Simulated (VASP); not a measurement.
# NiAuO2 (R-3m) in VASP: single point with LDA+U

Aim: the single point of NiAuO2 with LDA+U.

All numbers are computed with VASP 6.6.1; they aren't measurements. Logs are shortened: lines on timing, memory, paths and dates and some standing lists are left out, and cuts for length are marked.

**1. The cell of the first run**

It takes space group R-3m (No. 166, trigonal). Conventional cell: a = 3.534 Å, b = 3.534 Å, c = 20.016 Å, α = 90.00°, β = 90.00°, γ = 120.00°. Au (site symmetry -3m) has 2 O at 2.13 Å within 2.8 Å. Within 3.1 Å of Ni (site symmetry -3m) lie 6 O at 2.37 Å. Within 2.8 Å of O (site symmetry 3m) lie 1 Au at 2.13 Å and 3 Ni at 2.37 Å.

**2. Single point, LDA+U, collinear spin, ferromagnetic start**

Input file INCAR:

```
SYSTEM = NiAuO2
ALGO     = Normal         ! electronic algorithm
EDIFF    = 1E-6           ! SCF threshold, eV
ENCUT    = 520            ! plane-wave cutoff, eV
ISIF     = 2              ! what is computed and relaxed
ISMEAR   = 0              ! smearing method
ISPIN    = 2              ! spin polarisation
LASPH    = .TRUE.         ! aspherical terms in the spheres
LCHARG   = .TRUE.         ! write CHGCAR
LDAU     = .TRUE.         ! DFT+U
LDAUJ    = 0 0 0        
LDAUL    = -1 2 -1        ! shell
LDAUPRINT= 1            
LDAUTYPE = 2            
LDAUU    = 0 4 0          ! U, eV
LELF     = .TRUE.         ! ELF
LMAXMIX  = 4              ! l up to which the mixer works
LORBIT   = 11             ! projections on sites
LREAL    = .FALSE.        ! projectors in reciprocal space
LVHAR    = .TRUE.       
LWAVE    = .FALSE.        ! write WAVECAR
MAGMOM   = 0 3 0 0        ! initial moments
NBANDS   = 28             ! bands
NELM     = 150            ! most SCF steps
PREC     = Accurate       ! precision mode
SIGMA    = 0.05           ! smearing width, eV
```

Input file KPOINTS:

```
k-points
0
G
  6 6 6
  0 0 0
```

Input file POSCAR:

```
NiAuO2
1.0
    1.7671829600      1.0202835600      6.6721363200
   -1.7671829600      1.0202835600      6.6721363200
    0.0000000000     -2.0405671100      6.6721363200
Au Ni O
1 1 2
Direct
    0.0000000000      0.0000000000      0.0000000000
    0.5000000000      0.5000000000      0.5000000000
    0.1066000000      0.1066000000      0.1066000000
    0.8934000000      0.8934000000      0.8934000000
```

Potentials or basis: VASP PAW LDA potentials, release 64 (Au, Ni, O).

The run is started by

```sh
$ cat potpaw_LDA.64/Au/POTCAR potpaw_LDA.64/Ni/POTCAR potpaw_LDA.64/O/POTCAR > POTCAR
$ mpirun -np 1 vasp_std > vasp.out
```

OUTCAR:

```text
SYSTEM = NiAuO2
   EDIFF = 1E-6
   ENCUT = 520
   ISIF = 2
   ISMEAR = 0
   ISPIN = 2
   LASPH = .TRUE.
   LORBIT = 11
   LREAL = .FALSE.
   NELM = 150
   PREC = Accurate

 ion  position               nearest neighbor table
   1  0.000  0.000  0.000-   3 2.13   4 2.13
   2  0.500  0.500  0.500-   3 2.37   4 2.37   3 2.37   3 2.37   4 2.37   4 2.37
   3  0.107  0.107  0.107-   1 2.13   2 2.37   2 2.37   2 2.37
   4  0.893  0.893  0.893-   1 2.13   2 2.37   2 2.37   2 2.37

  LATTYP: Found a trigonal (rhomboedric) cell.
 ALAT       =     6.9771998129
 COS(alpha) =     0.8716988041

  Lattice vectors:

 A1 = (   1.7671829600,   1.0202835600,   6.6721363200)
 A2 = (  -1.7671829600,   1.0202835600,   6.6721363200)
 A3 = (   0.0000000000,  -2.0405671100,   6.6721363200)

Analysis of symmetry for initial positions (statically):
=====================================================================
 Subroutine PRICEL returns:
 Original cell was already a primitive cell.

 Routine SETGRP: Setting up the symmetry group for a
 trigonal (rhombohedral) supercell.

 Subroutine GETGRP returns: Found 12 space group operations
 (whereof 12 operations were pure point group operations)
 out of a pool of 12 trial point group operations.

The static configuration has the point symmetry D_3d.

Analysis of symmetry for dynamics (positions and initial velocities):
=====================================================================
 Subroutine PRICEL returns:
 Original cell was already a primitive cell.

 Routine SETGRP: Setting up the symmetry group for a
 trigonal (rhombohedral) supercell.

 Subroutine GETGRP returns: Found 12 space group operations
 (whereof 12 operations were pure point group operations)
 out of a pool of 12 trial point group operations.

The dynamic configuration has the point symmetry D_3d.

Analysis of structural, dynamic, and magnetic symmetry:
=====================================================================
 Subroutine PRICEL returns:
 Original cell was already a primitive cell.

 Routine SETGRP: Setting up the symmetry group for a
 trigonal (rhombohedral) supercell.

 Subroutine GETGRP returns: Found 12 space group operations
 (whereof 12 operations were pure point group operations)
 out of a pool of 12 trial point group operations.

The overall configuration has the point symmetry D_3d.

 Subroutine INISYM returns: Found 12 space group operations
 (whereof 12 operations are pure point group operations),
 and found     1 'primitive' translations

----------------------------------------------------------------------------------------

                                     Primitive cell

  volume of cell :      72.1803

  direct lattice vectors                    reciprocal lattice vectors
     1.767182960  1.020283560  6.672136320     0.282936182  0.163353281  0.049959011
    -1.767182960  1.020283560  6.672136320    -0.282936182  0.163353281  0.049959011
     0.000000000 -2.040567110  6.672136320     0.000000000 -0.326706562  0.049959011

  length of vectors
     6.977199813  6.977199813  6.977199811     0.330504282  0.330504282  0.330504282

  position of ions in fractional coordinates (direct lattice)
     0.000000000  0.000000000  0.000000000
     0.500000000  0.500000000  0.500000000
     0.106600000  0.106600000  0.106600000
[... 82 lines left out ...]
   EDIFFG = 0.1E-04   stopping-criterion for IOM
   NSW    =      0    number of steps for IOM
   IBRION =     -1    ionic relax: 0-MD 1-quasi-New 2-CG
   NFREE  =      0    steps in history (QN), initial steepest desc. (CG)
   ISIF   =      2    stress and relaxation
   ISYM   =      2    0-nonsym 1-usesym 2-fastsym
   POTIM  = 0.5000    time-step for ionic-motion
   TEBEG  =    0.0;   TEEND  =   0.0 temperature during run
   PSTRESS=    0.0 pullay stress
   NELECT =      33.0000    total number of electrons
   NUPDOWN=      -1.0000    fix difference up-down
   EMIN   =  10.00;   EMAX   =-10.00  energy-range for DOS
   EFERMI =   0.00;   METHOD = LEGACY
   ISMEAR =     0;   SIGMA  =   0.05  broadening in eV -4-tet -1-fermi 0-gaus
   EFERMI_NEDOS =   21; number of points for ismear=-14 and -15
   IALGO  =     38    algorithm
   IMIX   =      4    mixing-type and parameters
     AMIX     =   0.40;   BMIX     =  1.00
     AMIX_MAG =   1.60;   BMIX_MAG =  1.00
  volume/ion in A,a.u.               =      18.05       121.77
  Fermi-wavevector in a.u.,A,eV,Ry     =   1.261169  2.383264 21.640709  1.590547
  Thomas-Fermi vector in A             =   2.394642
   LORBIT       =     11    0 simple, 1 ext, 2 COOP (PROOUT), +10 PAW based schemes
 LDA+U is selected, type is set to LDAUTYPE =  2
   angular momentum for each species LDAUL =    -1    2   -1
   U (eV)           for each species LDAUU =   0.0  4.0  0.0
   J (eV)           for each species LDAUJ =   0.0  0.0  0.0
   GGA     = CA    functional components
   LHFCALC =     F    Hartree Fock is set to
   AEXX    =    0.0000 exact exchange contribution
   IVDW    =     0    specifies the selected vdW correction
   LEPSILON=     F    determine dielectric tensor
   LRPA    =     F    only Hartree local field effects (RPA)
 spin polarized calculation
 Gauss-broadening in eV      SIGMA  =   0.05
  energy-cutoff  :      520.00
  volume of cell :       72.18
 maximum number of plane-waves:      1984
 NGX is ok and might be reduce to    54
   NGX = 25   NGY = 25   NGZ = 25

atom =   2  type =  2  l = 2

 onsite density matrix

spin component  1

  0.9680  0.0000  0.0000  0.0018 -0.0000
  0.0000  0.9657  0.0000  0.0000  0.0018
  0.0000  0.0000  0.9690  0.0000 -0.0000
  0.0018  0.0000  0.0000  0.9657  0.0000
 -0.0000  0.0018 -0.0000  0.0000  0.9680

spin component  2

  0.6857  0.0000 -0.0000  0.3818 -0.0000
  0.0000  0.4507  0.0000 -0.0000  0.3818
 -0.0000  0.0000  0.9665 -0.0000 -0.0000
  0.3818 -0.0000 -0.0000  0.4507 -0.0000
 -0.0000  0.3818 -0.0000 -0.0000  0.6857

 occupancies and eigenvectors

  o =  0.1687  v =  0.0000  0.0000  0.0000  0.0000  0.0000  0.0000 -0.8044  0.0000  0.0000  0.5941      0.0000  0.0000  0.0000  0.0000  0.0000  0.0000  0.0000  0.0000  0.0000  0.0000
  o =  0.1687  v =  0.0000  0.0000  0.0000  0.0000  0.0000 -0.5941  0.0000 -0.0000  0.8044 -0.0000      0.0000  0.0000  0.0000  0.0000  0.0000  0.0000  0.0000  0.0000  0.0000  0.0000
  o =  0.9647  v =  0.0000  0.8786 -0.0000 -0.0000 -0.4775  0.0000  0.0000  0.0000  0.0000  0.0000      0.0000  0.0000  0.0000  0.0000  0.0000  0.0000  0.0000  0.0000  0.0000  0.0000
  o =  0.9647  v =  0.4775 -0.0000  0.0000 -0.8786  0.0000  0.0000  0.0000  0.0000  0.0000  0.0000      0.0000  0.0000  0.0000  0.0000  0.0000  0.0000  0.0000  0.0000  0.0000  0.0000
  o =  0.9665  v =  0.0000  0.0000  0.0000  0.0000  0.0000  0.0000  0.0000  1.0000  0.0000  0.0000      0.0000  0.0000  0.0000  0.0000  0.0000  0.0000  0.0000  0.0000  0.0000  0.0000
  o =  0.9677  v =  0.0000  0.0000  0.0000  0.0000  0.0000  0.0000  0.5941 -0.0000  0.0000  0.8044      0.0000  0.0000  0.0000  0.0000  0.0000  0.0000  0.0000  0.0000  0.0000  0.0000
  o =  0.9677  v =  0.0000  0.0000  0.0000  0.0000  0.0000 -0.8044  0.0000  0.0000 -0.5941  0.0000      0.0000  0.0000  0.0000  0.0000  0.0000  0.0000  0.0000  0.0000  0.0000  0.0000
  o =  0.9690  v =  0.0000 -0.4775 -0.0000  0.0000 -0.8786  0.0000  0.0000  0.0000  0.0000  0.0000      0.0000  0.0000  0.0000  0.0000  0.0000  0.0000  0.0000  0.0000  0.0000  0.0000
  o =  0.9690  v =  0.8786  0.0000  0.0000  0.4775  0.0000  0.0000  0.0000  0.0000  0.0000  0.0000      0.0000  0.0000  0.0000  0.0000  0.0000  0.0000  0.0000  0.0000  0.0000  0.0000
  o =  0.9690  v = -0.0000  0.0000 -1.0000 -0.0000  0.0000  0.0000  0.0000  0.0000  0.0000  0.0000      0.0000  0.0000  0.0000  0.0000  0.0000  0.0000  0.0000  0.0000  0.0000  0.0000

 number of electron      32.9999998 magnetization       1.0009561

 Free energy of the ion-electron system (eV)
  ---------------------------------------------------
  ext. energy  EPLUGINS =         0.00000000
  ---------------------------------------------------
  free energy    TOTEN  =       -18.76517129 eV

  energy without entropy =      -18.76055185  energy(sigma->0) =      -18.76286157

 E-fermi :   0.8055     XC(G=0): -10.0348

 val. band max:        0.8043402822   @ k =  -0.3333   0.5000   0.1667
 cond. band min:       0.8133077051   @ k =   0.5000   0.3333   0.3333
 fundamental gap:      0.0089674229
 Fermi energy:         0.8055211572

 spin component 1

 k-point     1 :       0.0000    0.0000    0.0000
  band No.  band energies     occupation
      1     -15.4052      1.00000
      2     -14.7904      1.00000
      3      -4.4694      1.00000
      4      -3.8789      1.00000
      5      -3.8789      1.00000
      6      -2.6926      1.00000
[... 1481 lines left out ...]
     27      13.9695      0.00000
     28      16.2488      0.00000

 [... further k-points ...]

------------------------ aborting loop because EDIFF is reached ----------------------------------------

  FORCE on cell =-STRESS in cart. coord.  units (eV):
  Direction    XX          YY          ZZ          XY          YZ          ZX
  --------------------------------------------------------------------------------------
  -------------------------------------------------------------------------------------
  Total      -10.3478628    -10.3478628    -17.9420575     -0.0000000     -0.0000000      0.0000000
  in kB     -229.6903136   -229.6903132   -398.2577740     -0.0000000     -0.0000002      0.0000000
  external PRESSURE =    -285.8794669 kB  Pullay stress =       0.0000000 kB

 VOLUME and BASIS-vectors are now :
 -----------------------------------------------------------------------------
  energy-cutoff  :      520.00
  volume of cell :       72.18
      direct lattice vectors                 reciprocal lattice vectors
     1.767182960  1.020283560  6.672136320     0.282936182  0.163353281  0.049959011
    -1.767182960  1.020283560  6.672136320    -0.282936182  0.163353281  0.049959011
     0.000000000 -2.040567110  6.672136320     0.000000000 -0.326706562  0.049959011

 POSITION                                       TOTAL-FORCE (eV/Angst)
 -----------------------------------------------------------------------------------
      0.00000      0.00000      0.00000         0.000000      0.000000      0.000000
      0.00000      0.00000     10.00820        -0.000000      0.000000      0.000000
      0.00000      0.00000      2.13375         0.000000     -0.000000     -0.234700
      0.00000      0.00000     17.88266         0.000000      0.000000      0.234700
 -----------------------------------------------------------------------------------
    total drift:                                0.000000      0.000000     -0.000000

  FREE ENERGIE OF THE ION-ELECTRON SYSTEM (eV)
  ---------------------------------------------------
  free  energy   TOTEN  =       -18.7651712852 eV

  energy  without entropy=      -18.7605518517  energy(sigma->0) =      -18.76286157

 total charge

# of ion       s       p       d       tot
------------------------------------------
    1        0.540   0.205   8.612   9.357
    2        0.256   0.196   8.061   8.512
    3        1.558   3.203   0.000   4.761
    4        1.558   3.203   0.000   4.761
--------------------------------------------------
tot          3.912   6.807  16.673  27.392

 magnetization (x)

# of ion       s       p       d       tot
------------------------------------------
    1       -0.033   0.005  -0.252  -0.280
    2        0.014   0.005   1.597   1.615
    3        0.004  -0.140   0.000  -0.136
    4        0.004  -0.140   0.000  -0.136
--------------------------------------------------
tot         -0.012  -0.269   1.345   1.064
```

Wall time 10 min (1 thread of Intel Xeon 6975P-C (Granite Rapids), shared host); peak memory 0.37 GiB.

What came out:

```yaml
Free_energy: -18.7652 eV
Pressure: -28.6 GPa
Largest_force: 0.235 eV/Å
Band_gap_on_the_k_mesh: zero (filled and empty bands overlap)
Net_moment: 1.00 μB per cell
Site_moments: Au -0.28; Ni +1.61; O -0.14 μB
Valence_electrons_inside_the_program's_atomic_spheres: Au 9.36; Ni 8.51; O 4.76
```

Forces on the atoms (eV/Å):
```
Au   0.000  0.000  0.000
Ni   0.000  0.000  0.000
O    0.000  0.000 -0.235
O    0.000  0.000  0.235
```

Eigenvalues of the final occupation matrices:
| site | spin | trace | eigenvalues |
| --- | --- | --- | --- |
| site 2 d | 1 | 4.84 | 0.96 0.96 0.97 0.97 0.97 |
| site 2 d | 2 | 3.24 | 0.17 0.17 0.97 0.97 0.97 |

Caveat: spin-orbit coupling is left out, which moves the levels of the heavy elements; a cell with one magnetic atom can't hold antiferromagnetic order, which such compounds often take. The state reached can hang on the start; a lower one may exist.
